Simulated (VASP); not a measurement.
# Bi (P2_1) in VASP: single point with PBE

Aim: the single point of Bi with PBE.

All numbers are computed with VASP 6.6.1; they aren't measurements. Logs are shortened: lines on timing, memory, paths and dates and some standing lists are left out, and cuts for length are marked.

## (1) The cell of the first run

The typed cell holds 4 atoms: a = 5.192 Å, b = 4.490 Å, c = 6.663 Å, α = 90.00°, β = 110.40°, γ = 90.00°.

The cell was generated, and may not be a known phase.

## (2) Single point, PBE

INCAR

```
SYSTEM = Bi
  ALGO = Fast
  EDIFF = 1E-6
  ENCUT = 520
  GGA = PE
  ISIF = 2
  ISMEAR = 0
  LASPH = .TRUE.
  LCHARG = .FALSE.
  LREAL = .FALSE.
  LWAVE = .FALSE.
  NBANDS = 38
  NELM = 100
  PREC = Accurate
  SIGMA = 0.1
```

KPOINTS

```
k-points
0
G
  10 10 8
  0 0 0
```

POSCAR

```
Bi
1.0
    5.1908216420      0.0000000000      0.0877343417
    0.0000000000      4.4904097915      0.0000000000
   -2.4274069472      0.0000000000      6.2055474886
Bi
4
Direct
    0.3214876370      0.9034408026      0.5440355625
    0.1345469492      0.4039357260      0.9097729915
    0.6785123630      0.4034408026      0.4559644375
    0.8654530508      0.9039357260      0.0902270085
```

Potentials or basis: VASP PAW PBE potentials, release 64 (Bi_d).

The run is started by

```console
cat potpaw_PBE.64/Bi_d/POTCAR > POTCAR
mpirun -np 1 vasp_std > vasp.out
```

OUTCAR:

```text
SYSTEM = Bi
   EDIFF = 1E-6
   ENCUT = 520
   GGA = PE
   ISIF = 2
   ISMEAR = 0
   LASPH = .TRUE.
   LREAL = .FALSE.
   NELM = 100
   PREC = Accurate

 ion  position               nearest neighbor table
   1  0.321  0.903  0.544-   3 3.09   3 3.09   4 3.12   2 3.68   2 3.69   4 3.75   3 3.89   3 3.89

   2  0.135  0.404  0.910-   4 3.10   4 3.10   3 3.12   1 3.68   1 3.69   3 3.75
   3  0.679  0.403  0.456-   1 3.09   1 3.09   2 3.12   4 3.68   4 3.69   2 3.75   1 3.89   1 3.89

   4  0.865  0.904  0.090-   2 3.10   2 3.10   1 3.12   3 3.68   3 3.69   1 3.75

  LATTYP: Found a simple monoclinic cell.
 ALAT       =     5.1915630242
 B/A-ratio  =     0.8649437117
 C/A-ratio  =     1.2835088044
 COS(beta)  =    -0.3484984167

  Lattice vectors:

 A1 = (   5.1908216420,   0.0000000000,   0.0877343417)
 A2 = (   0.0000000000,   4.4904097915,   0.0000000000)
 A3 = (  -2.4274069472,   0.0000000000,   6.2055474886)

Analysis of symmetry for initial positions (statically):
=====================================================================
 Subroutine PRICEL returns:
 Original cell was already a primitive cell.

 Routine SETGRP: Setting up the symmetry group for a
 simple monoclinic supercell.

 Subroutine GETGRP returns: Found  2 space group operations
 (whereof  1 operations were pure point group operations)
 out of a pool of  4 trial point group operations.

The static configuration has the point symmetry C_1 .
 The point group associated with its full space group is C_2 .

Analysis of symmetry for dynamics (positions and initial velocities):
=====================================================================
 Subroutine PRICEL returns:
 Original cell was already a primitive cell.

 Routine SETGRP: Setting up the symmetry group for a
 simple monoclinic supercell.

 Subroutine GETGRP returns: Found  2 space group operations
 (whereof  1 operations were pure point group operations)
 out of a pool of  4 trial point group operations.

The dynamic configuration has the point symmetry C_1 .
 The point group associated with its full space group is C_2 .

 Subroutine INISYM returns: Found  2 space group operations
 (whereof  1 operations are pure point group operations),
 and found     1 'primitive' translations

----------------------------------------------------------------------------------------

                                     Primitive cell

  volume of cell :     145.6009

  direct lattice vectors                    reciprocal lattice vectors
     5.190821642  0.000000000  0.087734342     0.191382416  0.000000000  0.074862533
     0.000000000  4.490409792  0.000000000     0.000000000  0.222696824  0.000000000
    -2.427406947  0.000000000  6.205547489    -0.002705774  0.000000000  0.160087726

  length of vectors
     5.191563024  4.490409792  6.663416850     0.205503353  0.222696824  0.160110590

  position of ions in fractional coordinates (direct lattice)
     0.321487637  0.903440803  0.544035562
     0.134546949  0.403935726  0.909772991
     0.678512363  0.403440803  0.455964438
     0.865453051  0.903935726  0.090227009

  ion indices of the primitive-cell ions
   primitive index   ion index
                 1           1
                 2           2
                 3           3
                 4           4

----------------------------------------------------------------------------------------

 KPOINTS: k-points

Automatic generation of k-mesh.
 Grid dimensions read from file:
 generate k-points for:   10   10    8

 Generating k-lattice:

  Cartesian coordinates                     Fractional coordinates (reciprocal lattice)
     0.019138242  0.000000000  0.007486253     0.100000000  0.000000000  0.000000000
     0.000000000  0.022269682  0.000000000     0.000000000  0.100000000  0.000000000
    -0.000338222  0.000000000  0.020010966     0.000000000  0.000000000  0.125000000

  Length of vectors
     0.020550335  0.022269682  0.020013824

  Shift w.r.t. Gamma in fractional coordinates (k-lattice)
     0.000000000  0.000000000  0.000000000

 Subroutine IBZKPT returns following result:
 ===========================================

 Found    252 irreducible k-points:

 Following reciprocal coordinates:
            Coordinates               Weight
  0.000000  0.000000  0.000000      1.000000
  0.100000  0.000000  0.000000      2.000000
  0.200000  0.000000  0.000000      2.000000
  0.300000  0.000000  0.000000      2.000000
  0.400000  0.000000  0.000000      2.000000
  0.500000  0.000000 -0.000000      1.000000
[... 16 lines left out ...]
  0.400000  0.300000  0.000000      4.000000
  0.500000  0.300000 -0.000000      2.000000
 [... further k-points ...]
   k-points           NKPTS =    252   k-points in BZ     NKDIM =    252   number of bands    NBANDS=     38
   number of dos      NEDOS =    301   number of ions     NIONS =      4
   total plane-waves  NPLWV =  72000
   dimension x,y,z NGX =    40 NGY =   36 NGZ =   50
   dimension x,y,z NGXF=    80 NGYF=   72 NGZF=  100
   ions per type =               4
   NGX,Y,Z   is equivalent  to a cutoff of  12.81, 13.33, 12.47 a.u.
   NGXF,Y,Z  is equivalent  to a cutoff of  25.62, 26.66, 24.95 a.u.
 SYSTEM =  Bi
   PREC   = accura    normal or accurate (medium, high low for compatibility)
   ISTART =      0    job   : 0-new  1-cont  2-samecut
   ICHARG =      2    charge: 1-file 2-atom 10-const
   ISPIN  =      1    spin polarized calculation?
   LNONCOLLINEAR =      F non collinear calculations
   LSORBIT =      F    spin-orbit coupling
   LASPH  =      T    aspherical Exc in radial PAW
   ENCUT  =  520.0 eV  38.22 Ry    6.18 a.u.   9.65  8.35 12.39*2*pi/ulx,y,z
   NELM   =    100;   NELMIN=  2; NELMDL= -5     # of ELM steps
   EDIFF  = 0.1E-05   stopping-criterion for ELM
   LREAL  =      F    real-space projection
   EDIFFG = 0.1E-04   stopping-criterion for IOM
   NSW    =      0    number of steps for IOM
   IBRION =     -1    ionic relax: 0-MD 1-quasi-New 2-CG
   NFREE  =      0    steps in history (QN), initial steepest desc. (CG)
   ISIF   =      2    stress and relaxation
   ISYM   =      2    0-nonsym 1-usesym 2-fastsym
   POTIM  = 0.5000    time-step for ionic-motion
   TEBEG  =    0.0;   TEEND  =   0.0 temperature during run
   PSTRESS=    0.0 pullay stress
   NELECT =      60.0000    total number of electrons
   NUPDOWN=      -1.0000    fix difference up-down
   EMIN   =  10.00;   EMAX   =-10.00  energy-range for DOS
   EFERMI =   0.00;   METHOD = LEGACY
   ISMEAR =     0;   SIGMA  =   0.10  broadening in eV -4-tet -1-fermi 0-gaus
   EFERMI_NEDOS =   21; number of points for ismear=-14 and -15
   IALGO  =     68    algorithm
   IMIX   =      4    mixing-type and parameters
     AMIX     =   0.40;   BMIX     =  1.00
     AMIX_MAG =   1.60;   BMIX_MAG =  1.00
  volume/ion in A,a.u.               =      36.40       245.64
  Fermi-wavevector in a.u.,A,eV,Ry     =   1.218252  2.302163 20.192932  1.484139
  Thomas-Fermi vector in A             =   2.353545
   LORBIT       =      0    0 simple, 1 ext, 2 COOP (PROOUT), +10 PAW based schemes
   GGA     = PE    functional components
   LHFCALC =     F    Hartree Fock is set to
   AEXX    =    0.0000 exact exchange contribution
   IVDW    =     0    specifies the selected vdW correction
   LEPSILON=     F    determine dielectric tensor
   LRPA    =     F    only Hartree local field effects (RPA)
 non-spin polarized calculation
 RMM-DIIS sequential band-by-band and
 Gauss-broadening in eV      SIGMA  =   0.10
  energy-cutoff  :      520.00
  volume of cell :      145.60
 maximum number of plane-waves:      3949
   NGX = 19   NGY = 17   NGZ = 25

 number of electron      60.0000008 magnetization

 Free energy of the ion-electron system (eV)
  ---------------------------------------------------
  ext. energy  EPLUGINS =         0.00000000
  ---------------------------------------------------
  free energy    TOTEN  =       -15.34858858 eV

  energy without entropy =      -15.34083890  energy(sigma->0) =      -15.34471374

 E-fermi :   5.9536     XC(G=0):  -9.3964

 val. band max:        5.9395498809   @ k =   0.2000   0.3000   0.0000
 cond. band min:       5.9644377492   @ k =   0.1000   0.1000   0.2500
 fundamental gap:      0.0248878683
 Fermi energy:         5.9536381564

 k-point     1 :       0.0000    0.0000    0.0000
  band No.  band energies     occupation
      1     -16.9062      2.00000
      2     -16.8919      2.00000
      3     -16.8418      2.00000
      4     -16.8084      2.00000
      5     -16.7857      2.00000
      6     -16.7724      2.00000
[... 30 lines left out ...]
     37      10.3997      0.00000
     38      12.2011      0.00000

 k-point     2 :       0.1000    0.0000    0.0000
  band No.  band energies     occupation
      1     -16.9037      2.00000
      2     -16.8886      2.00000
      3     -16.8425      2.00000
      4     -16.8073      2.00000
      5     -16.7845      2.00000
      6     -16.7705      2.00000
[... 30 lines left out ...]
     37      10.4543      0.00000
     38      11.7802      0.00000

 k-point     3 :       0.2000    0.0000    0.0000
  band No.  band energies     occupation
      1     -16.8966      2.00000
      2     -16.8792      2.00000
      3     -16.8443      2.00000
      4     -16.8051      2.00000
      5     -16.7812      2.00000
      6     -16.7654      2.00000
[... 30 lines left out ...]
     37      10.1794      0.00000
     38      11.6031      0.00000

 k-point     4 :       0.3000    0.0000    0.0000
  band No.  band energies     occupation
      1     -16.8865      2.00000
      2     -16.8646      2.00000
      3     -16.8471      2.00000
      4     -16.8052      2.00000
      5     -16.7771      2.00000
      6     -16.7583      2.00000
[... 30 lines left out ...]
     37      10.3114      0.00000
     38      11.6944      0.00000
[... 703 lines left out ...]
      4     -16.7801      2.00000
      5     -16.7682      2.00000
      6     -16.7602      2.00000
[... 30 lines left out ...]
     37      12.1742      0.00000
     38      12.2628      0.00000

 k-point    23 :       0.4000    0.3000    0.0000
  band No.  band energies     occupation
      1     -16.8691      2.00000
      2     -16.8510      2.00000
      3     -16.8080      2.00000
      4     -16.7874      2.00000
      5     -16.7620      2.00000
      6     -16.7525      2.00000
[... 30 lines left out ...]
     37      12.6902      0.00000
     38      12.7787      0.00000

 k-point    24 :       0.5000    0.3000   -0.0000
  band No.  band energies     occupation
      1     -16.8666      2.00000
      2     -16.8474      2.00000
      3     -16.8057      2.00000
      4     -16.7927      2.00000
      5     -16.7536      2.00000
      6     -16.7531      2.00000
[... 30 lines left out ...]
     37      13.1335      0.00000
     38      13.3204      0.00000

 [... further k-points ...]

------------------------ aborting loop because EDIFF is reached ----------------------------------------

  FORCE on cell =-STRESS in cart. coord.  units (eV):
  Direction    XX          YY          ZZ          XY          YZ          ZX
  --------------------------------------------------------------------------------------
  -------------------------------------------------------------------------------------
  Total       -0.0628861     -0.0595123     -0.0769462      0.0000000      0.0000000      0.0058624
  in kB       -0.6919920     -0.6548670     -0.8467076      0.0000000      0.0000000      0.0645094
  external PRESSURE =      -0.7311889 kB  Pullay stress =       0.0000000 kB

 VOLUME and BASIS-vectors are now :
 -----------------------------------------------------------------------------
  energy-cutoff  :      520.00
  volume of cell :      145.60
      direct lattice vectors                 reciprocal lattice vectors
     5.190821642  0.000000000  0.087734342     0.191382416  0.000000000  0.074862533
     0.000000000  4.490409792  0.000000000     0.000000000  0.222696824  0.000000000
    -2.427406947  0.000000000  6.205547489    -0.002705774  0.000000000  0.160087726

 POSITION                                       TOTAL-FORCE (eV/Angst)
 -----------------------------------------------------------------------------------
      0.34819      4.05682      3.40424        -0.007411      0.000330      0.006792
     -1.50998      1.81384      5.65744         0.009159     -0.000330      0.002709
      2.41523      1.81161      2.88904         0.007411      0.000330     -0.006792
      4.27339      4.05904      0.63584        -0.009159     -0.000330     -0.002709
 -----------------------------------------------------------------------------------
    total drift:                               -0.000001     -0.000473      0.000001

  FREE ENERGIE OF THE ION-ELECTRON SYSTEM (eV)
  ---------------------------------------------------
  free  energy   TOTEN  =       -15.3485885767 eV

  energy  without entropy=      -15.3408388992  energy(sigma->0) =      -15.34471374
```

It took 9.2 min on 1 thread of Intel Xeon 6975P-C (Granite Rapids), shared host; peak memory 0.96 GiB.

Results:

```yaml
Free_energy: -15.3486 eV
Pressure: -0.1 GPa
Largest_force: 0.010 eV/Å
Band_gap_on_the_k_mesh: zero (bands 30 and 31 overlap by 1.04 eV)
```

Forces on the atoms (eV/Å):
```
Bi  -0.007  0.000  0.007
Bi   0.009  0.000  0.003
Bi   0.007  0.000 -0.007
Bi  -0.009  0.000 -0.003
```

Levels at points of the mesh, in eV from the Fermi level:
```csv
k point,band 28,band 29,band 30,band 31,band 32,band 33
"(0.00, 0.00, 0.00)",-2.30,-0.20,0.71,1.46,2.33,2.52
"(0.50, 0.00, 0.00)",-1.22,-1.02,-0.85,0.75,1.32,1.82
"(0.00, 0.50, 0.00)",-1.93,-1.41,-1.41,-0.34,-0.34,2.38
"(0.50, 0.50, 0.00)",-3.15,-0.98,-0.98,0.33,0.33,4.00
"(0.00, 0.00, 0.50)",-1.47,-0.95,-0.87,0.34,0.50,2.54
"(0.50, 0.00, 0.50)",-0.83,-0.72,-0.53,0.06,0.26,2.33
"(0.00, 0.50, 0.50)",-2.04,-0.72,-0.72,0.50,0.50,1.74
"(0.50, 0.50, 0.50)",-3.08,-0.88,-0.88,1.80,1.80,3.99
```

Caveat: spin-orbit coupling is left out, which moves the levels of the heavy elements.

The gap in the log of VASP goes by the Fermi energy; the results here count the filled bands.